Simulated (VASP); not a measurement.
# I (P6/mmm) in VASP: notebook

The runs below take I through single point, with PBE.

Program: VASP 6.6.1. These are calculated values, not measurements. Logs are shortened: lines on timing, memory, paths and dates and some standing lists are left out, and cuts for length are marked.

### 1 The cell of the first run

The structure is hexagonal, space group P6/mmm (No. 191). The conventional cell has a = 3.401 Å, b = 3.401 Å, c = 2.881 Å, α = 90.00°, β = 90.00°, γ = 120.00°. I (site symmetry 6/mmm) has 8 I at 2.88 to 3.40 Å within 3.8 Å.

### 2 Single point, PBE (volume scaled by 0.55)

File INCAR:

```
SYSTEM = I
  ALGO = Normal
  EDIFF = 1E-6
  ENCUT = 520
  GGA = PE
  ISIF = 2
  ISMEAR = -1
  LASPH = .TRUE.
  LCHARG = .FALSE.
  LREAL = .FALSE.
  LWAVE = .FALSE.
  NBANDS = 10
  NELM = 80
  PREC = Accurate
  SIGMA = 0.08
```

File KPOINTS:

```
k-points
0
G
  12 12 12
  0 0 0
```

File POSCAR:

```
I
1.0
    3.4007586000      0.0000000000      0.0000000000
   -1.7003793000      2.9451433398      0.0000000000
    0.0000000000      0.0000000000      2.8811328726
I
1
Direct
    0.0000000000      0.0000000000      0.0000000000
```

Potentials or basis: VASP PAW PBE potentials, release 64 (I).

On the command line:

```
$ cat potpaw_PBE.64/I/POTCAR > POTCAR
$ mpirun -np 1 vasp_std > vasp.out
```

OUTCAR:

```text
SYSTEM = I
   EDIFF = 1E-6
   ENCUT = 520
   GGA = PE
   ISIF = 2
   ISMEAR = -1
   LASPH = .TRUE.
   LREAL = .FALSE.
   NELM = 80
   PREC = Accurate

 ion  position               nearest neighbor table
   1  0.000  0.000  0.000-

  LATTYP: Found a hexagonal cell.
 ALAT       =     3.4007586000
 C/A-ratio  =     0.8472029954

  Lattice vectors:

 A1 = (   3.4007586000,   0.0000000000,   0.0000000000)
 A2 = (  -1.7003793000,   2.9451433398,   0.0000000000)
 A3 = (   0.0000000000,   0.0000000000,   2.8811328726)

Analysis of symmetry for initial positions (statically):
=====================================================================
 Subroutine PRICEL returns:
 Original cell was already a primitive cell.

 Routine SETGRP: Setting up the symmetry group for a
 hexagonal supercell.

 Subroutine GETGRP returns: Found 24 space group operations
 (whereof 24 operations were pure point group operations)
 out of a pool of 24 trial point group operations.

The static configuration has the point symmetry D_6h.

Analysis of symmetry for dynamics (positions and initial velocities):
=====================================================================
 Subroutine PRICEL returns:
 Original cell was already a primitive cell.

 Routine SETGRP: Setting up the symmetry group for a
 hexagonal supercell.

 Subroutine GETGRP returns: Found 24 space group operations
 (whereof 24 operations were pure point group operations)
 out of a pool of 24 trial point group operations.

The dynamic configuration has the point symmetry D_6h.

 Subroutine INISYM returns: Found 24 space group operations
 (whereof 24 operations are pure point group operations),
 and found     1 'primitive' translations

----------------------------------------------------------------------------------------

                                     Primitive cell

  volume of cell :      28.8566

  direct lattice vectors                    reciprocal lattice vectors
     3.400758600  0.000000000  0.000000000     0.294052039  0.169771024  0.000000000
    -1.700379300  2.945143340  0.000000000     0.000000000  0.339542048  0.000000000
     0.000000000  0.000000000  2.881132873     0.000000000  0.000000000  0.347085693

  length of vectors
     3.400758600  3.400758600  2.881132873     0.339542048  0.339542048  0.347085693

  position of ions in fractional coordinates (direct lattice)
     0.000000000  0.000000000  0.000000000

[... 73 lines left out ...]
   ENCUT  =  520.0 eV  38.22 Ry    6.18 a.u.   6.32  6.32  5.36*2*pi/ulx,y,z
   NELM   =     80;   NELMIN=  2; NELMDL= -5     # of ELM steps
   EDIFF  = 0.1E-05   stopping-criterion for ELM
   LREAL  =      F    real-space projection
   EDIFFG = 0.1E-04   stopping-criterion for IOM
   NSW    =      0    number of steps for IOM
   IBRION =     -1    ionic relax: 0-MD 1-quasi-New 2-CG
   NFREE  =      0    steps in history (QN), initial steepest desc. (CG)
   ISIF   =      2    stress and relaxation
   ISYM   =      2    0-nonsym 1-usesym 2-fastsym
   POTIM  = 0.5000    time-step for ionic-motion
   TEBEG  =    0.0;   TEEND  =   0.0 temperature during run
   PSTRESS=    0.0 pullay stress
   NELECT =       7.0000    total number of electrons
   NUPDOWN=      -1.0000    fix difference up-down
   EMIN   =  10.00;   EMAX   =-10.00  energy-range for DOS
   EFERMI =   0.00;   METHOD = LEGACY
   ISMEAR =    -1;   SIGMA  =   0.08  broadening in eV -4-tet -1-fermi 0-gaus
   EFERMI_NEDOS =   21; number of points for ismear=-14 and -15
   IALGO  =     38    algorithm
   IMIX   =      4    mixing-type and parameters
     AMIX     =   0.40;   BMIX     =  1.00
     AMIX_MAG =   1.60;   BMIX_MAG =  1.00
  volume/ion in A,a.u.               =      28.86       194.73
  Fermi-wavevector in a.u.,A,eV,Ry     =   1.021000  1.929410 14.183266  1.042441
  Thomas-Fermi vector in A             =   2.154600
   LORBIT       =      0    0 simple, 1 ext, 2 COOP (PROOUT), +10 PAW based schemes
   GGA     = PE    functional components
   LHFCALC =     F    Hartree Fock is set to
   AEXX    =    0.0000 exact exchange contribution
   IVDW    =     0    specifies the selected vdW correction
   LEPSILON=     F    determine dielectric tensor
   LRPA    =     F    only Hartree local field effects (RPA)
 non-spin polarized calculation
  energy-cutoff  :      520.00
  volume of cell :       28.86
 maximum number of plane-waves:       795
 NGX is ok and might be reduce to    28

 number of electron       7.0000001 magnetization

 Free energy of the ion-electron system (eV)
  ---------------------------------------------------
  ext. energy  EPLUGINS =         0.00000000
  ---------------------------------------------------
  free energy    TOTEN  =        -0.89187944 eV

  energy without entropy =       -0.87404725  energy(sigma->0) =       -0.88296334

 E-fermi :   7.6820     XC(G=0):  -9.8798

 val. band max:        7.6596374775   @ k =   0.4167   0.0000   0.4167
 cond. band min:       7.6826908296   @ k =   0.0833  -0.0000   0.1667
 fundamental gap:      0.0230533521
 Fermi energy:         7.6819801719

 k-point     1 :       0.0000    0.0000    0.0000
  band No.  band energies     occupation
      1      -8.0074      2.00000
      2       7.4390      1.90851
      3       7.4390      1.90850
      4       9.6671      0.00000
      5      13.2766      0.00000
      6      15.7497      0.00000
      7      16.2504      0.00000
      8      16.2504      0.00000
      9      18.3773      0.00000
     10      27.1717      0.00000
[... 287 lines left out ...]
 k-point    24 :       0.3333   -0.0000    0.0833
  band No.  band energies     occupation
      1      -6.7745      2.00000
      2       2.4687      2.00000
      3       6.1942      2.00000
      4       9.4408      0.00000
      5      12.5305      0.00000
      6      17.8499      0.00000
      7      19.0903      0.00000
      8      20.9618      0.00000
      9      21.6063      0.00000
     10      23.5289      0.00000

 [... further k-points ...]
[... 5 lines left out ...]
  --------------------------------------------------------------------------------------
  -------------------------------------------------------------------------------------
  Total        2.9735655      2.9735655      2.9457886      0.0000000     -0.0000000      0.0000000
  in kB      165.0982842    165.0982842    163.5560539      0.0000000     -0.0000000      0.0000000
  external PRESSURE =     164.5842074 kB  Pullay stress =       0.0000000 kB

 VOLUME and BASIS-vectors are now :
 -----------------------------------------------------------------------------
  energy-cutoff  :      520.00
  volume of cell :       28.86
      direct lattice vectors                 reciprocal lattice vectors
     3.400758600  0.000000000  0.000000000     0.294052039  0.169771024  0.000000000
    -1.700379300  2.945143340  0.000000000     0.000000000  0.339542048  0.000000000
     0.000000000  0.000000000  2.881132873     0.000000000  0.000000000  0.347085693

 POSITION                                       TOTAL-FORCE (eV/Angst)
 -----------------------------------------------------------------------------------
      0.00000      0.00000      0.00000        -0.000000      0.000000      0.000000
 -----------------------------------------------------------------------------------
    total drift:                               -0.000000     -0.000000     -0.000000

  FREE ENERGIE OF THE ION-ELECTRON SYSTEM (eV)
  ---------------------------------------------------
  free  energy   TOTEN  =        -0.8918794430 eV

  energy  without entropy=       -0.8740472464  energy(sigma->0) =       -0.88296334
```

OSZICAR:

```text
N       E                     dE             d eps       ncg     rms          rms(c)
DAV:   1     0.201850512646E+02    0.20185E+02   -0.26336E+03  2676   0.512E+02
DAV:   2    -0.212406332203E+00   -0.20397E+02   -0.19444E+02  3454   0.876E+01
DAV:   3    -0.900902277819E+00   -0.68850E+00   -0.68227E+00  3430   0.160E+01
DAV:   4    -0.905078366798E+00   -0.41761E-02   -0.41755E-02  3432   0.150E+00
DAV:   5    -0.905119670342E+00   -0.41304E-04   -0.41302E-04  3426   0.134E-01    0.869E+00
DAV:   6    -0.893526448812E+00    0.11593E-01   -0.12042E-02  3060   0.525E-01    0.540E+00
DAV:   7    -0.892423308959E+00    0.11031E-02   -0.17347E-02  3086   0.659E-01    0.143E-01
DAV:   8    -0.891863668191E+00    0.55964E-03   -0.22213E-03  2978   0.250E-01    0.701E-02
DAV:   9    -0.891871946818E+00   -0.82786E-05   -0.52064E-05  3332   0.511E-02    0.234E-02
DAV:  10    -0.891879140532E+00   -0.71937E-05   -0.58255E-06  3070   0.159E-02    0.272E-03
DAV:  11    -0.891879443035E+00   -0.30250E-06   -0.65851E-07  3018   0.461E-03
   1 F= -.89187944E+00 E0= -.88296334E+00  d E =-.178322E-01
```

Run time: 56 s. Hardware: 1 thread of AMD EPYC 7R43 (Zen 3), shared host; peak memory 0.13 GiB.

Results:

```
Free energy : -0.8919 eV
Pressure    : 16.5 GPa
```

Levels at points of the mesh, in eV from the Fermi level:
| k point | band 1 | band 2 | band 3 | band 4 | band 5 | band 6 | band 7 | band 8 |
| --- | --- | --- | --- | --- | --- | --- | --- | --- |
| (0.00, 0.00, 0.00) | -15.69 | -0.24 | -0.24 | 1.99 | 5.59 | 8.07 | 8.57 | 8.57 |
| (0.50, 0.00, 0.00) | -14.04 | -6.63 | -1.93 | 3.25 | 4.22 | 10.10 | 12.67 | 13.11 |
| (0.00, 0.00, 0.50) | -13.08 | -7.56 | 1.70 | 1.70 | 9.39 | 10.07 | 10.60 | 10.60 |
| (0.50, 0.00, 0.50) | -11.35 | -6.12 | -4.37 | 0.08 | 2.36 | 7.35 | 8.37 | 9.52 |

Caveat: the cell differs from its parent crystal (volume scaled by 0.55); spin-orbit coupling is left out, which moves the levels of the heavy elements; an odd number of electrons without spin polarisation forces a metal; a magnetic or distorted state may lie lower.

### 3 Single point, PBE

This run uses another cell than the first one, of 34.10 Å³/atom, 1.182 times its volume.

File INCAR:

```
SYSTEM = I
PREC     = Accurate       ! precision mode
ENCUT    = 520            ! plane-wave cutoff, eV
EDIFF    = 1E-6           ! SCF threshold, eV
ISMEAR   = -1             ! smearing method
SIGMA    = 0.08           ! smearing width, eV
LREAL    = .FALSE.        ! projectors in reciprocal space
LASPH    = .TRUE.         ! aspherical terms in the spheres
NELM     = 80             ! most SCF steps
ALGO     = Normal         ! electronic algorithm
ISIF     = 2              ! what is computed and relaxed
LWAVE    = .FALSE.        ! write WAVECAR
LCHARG   = .FALSE.        ! write CHGCAR
GGA      = PE             ! functional
NBANDS   = 10             ! bands
```

File KPOINTS:

```
regular mesh
0
G
  12 12 12
  0 0 0
```

File POSCAR:

```
I
1.0
    3.6769660545      0.0000000000      0.0000000000
   -1.8384830272      3.1843460120      0.0000000000
    0.0000000000      0.0000000000      2.9126367424
I
1
Direct
    0.0000000000      0.0000000000      0.0000000000
```

Potentials or basis: VASP PAW PBE potentials, release 64 (I).

On the command line:

```
$ cat potpaw_PBE.64/I/POTCAR > POTCAR
$ mpirun -np 1 vasp_std > vasp.out
```

Wall time 57 s (1 thread of AMD EPYC 7R43 (Zen 3), shared host); peak memory 0.14 GiB.

The run converged. Its results:

```
Free energy : -1.2428 eV
Pressure    : 6.4 GPa
```

Stress tensor (GPa, compression positive):
```
6.49 0.00 0.00
0.00 6.49 0.00
0.00 0.00 6.09
```

Levels at points of the mesh, in eV from the Fermi level:
```tsv
k point	band 1	band 2	band 3	band 4	band 5	band 6
(0.00, 0.00, 0.00)	-14.55	-0.81	-0.81	2.63	5.01	8.39
(0.50, 0.00, 0.00)	-13.61	-5.22	-1.91	3.33	4.61	10.11
(0.00, 0.00, 0.50)	-12.03	-6.54	1.06	1.06	9.00	9.10
(0.50, 0.00, 0.50)	-11.07	-5.66	-2.98	0.04	3.41	7.79
```

Caveat: spin-orbit coupling is left out, which moves the levels of the heavy elements; an odd number of electrons without spin polarisation forces a metal; a magnetic or distorted state may lie lower.

### 4 Single point, PBE

File INCAR:

```
PREC     = Accurate       # precision mode
ENCUT    = 520            # plane-wave cutoff, eV
EDIFF    = 1E-6           # SCF threshold, eV
ISMEAR   = -1             # smearing method
SIGMA    = 0.08           # smearing width, eV
LREAL    = F              # projectors in reciprocal space
LASPH    = T              # aspherical terms in the spheres
NELM     = 60             # most SCF steps
ALGO     = Normal         # electronic algorithm
ISIF     = 2              # what is computed and relaxed
LWAVE    = F              # write WAVECAR
LCHARG   = F              # write CHGCAR
GGA      = PE             # functional
NBANDS   = 10             # bands
```

File KPOINTS:

```
regular mesh
0
Gamma
  12 12 12
```

POSCAR is that of step 3.

On the command line:

```
$ cat potpaw_PBE.64/I/POTCAR > POTCAR
$ mpirun -np 1 vasp_std > vasp.out
```

Wall time 75 s (1 thread of AMD EPYC 7R43 (Zen 3), shared host); peak memory 0.14 GiB.

It converged, with:

```yaml
Free_energy: -1.2428 eV
Pressure: 6.4 GPa
```

Stress tensor (GPa, compression positive):
```
6.49 0.00 0.00
0.00 6.49 0.00
0.00 0.00 6.09
```

Levels at points of the mesh, in eV from the Fermi level:
```csv
k point,band 1,band 2,band 3,band 4,band 5,band 6
"(0.00, 0.00, 0.00)",-14.55,-0.81,-0.81,2.63,5.01,8.39
"(0.50, 0.00, 0.00)",-13.61,-5.22,-1.91,3.33,4.61,10.11
"(0.00, 0.00, 0.50)",-12.03,-6.54,1.06,1.06,9.00,9.10
"(0.50, 0.00, 0.50)",-11.07,-5.66,-2.98,0.04,3.41,7.79
```

Caveat: spin-orbit coupling is left out, which moves the levels of the heavy elements; an odd number of electrons without spin polarisation forces a metal; a magnetic or distorted state may lie lower.
